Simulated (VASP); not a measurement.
Input of a VASP 6.6.1 run:

File INCAR:

```
ALGO     = Normal         # electronic algorithm
EDIFF    = 1E-6           # SCF threshold, eV
ENCUT    = 520            # plane-wave cutoff, eV
GGA      = PE             # functional
ISIF     = 2              # what is computed and relaxed
ISMEAR   = -1             # smearing method
LASPH    = True           # aspherical terms in the spheres
LCHARG   = False          # write CHGCAR
LREAL    = False          # projectors in reciprocal space
LWAVE    = False          # write WAVECAR
NBANDS   = 8              # bands
NELM     = 60             # most SCF steps
PREC     = Accurate       # precision mode
SIGMA    = 0.05           # smearing width, eV
```

File KPOINTS:

```
k-points
0
Gamma
  10 10 10
```

File POSCAR:

```
Li
1.0
    0.0000000000      2.1610551308      2.1610551308
    2.1610551308      0.0000000000      2.1610551308
    2.1610551308      2.1610551308      0.0000000000
Li
1
Direct
    0.0000000000      0.0000000000      0.0000000000
```

Potentials or basis: VASP PAW PBE potentials, release 64 (Li_sv).

Run with:

```console
$ cat potpaw_PBE.64/Li_sv/POTCAR > POTCAR
$ mpirun -np 1 vasp_std > vasp.out
```

Task: What does it give for the band gap on the k mesh?

Result: Zero (an odd number of electrons rules out a gap without spin polarisation).
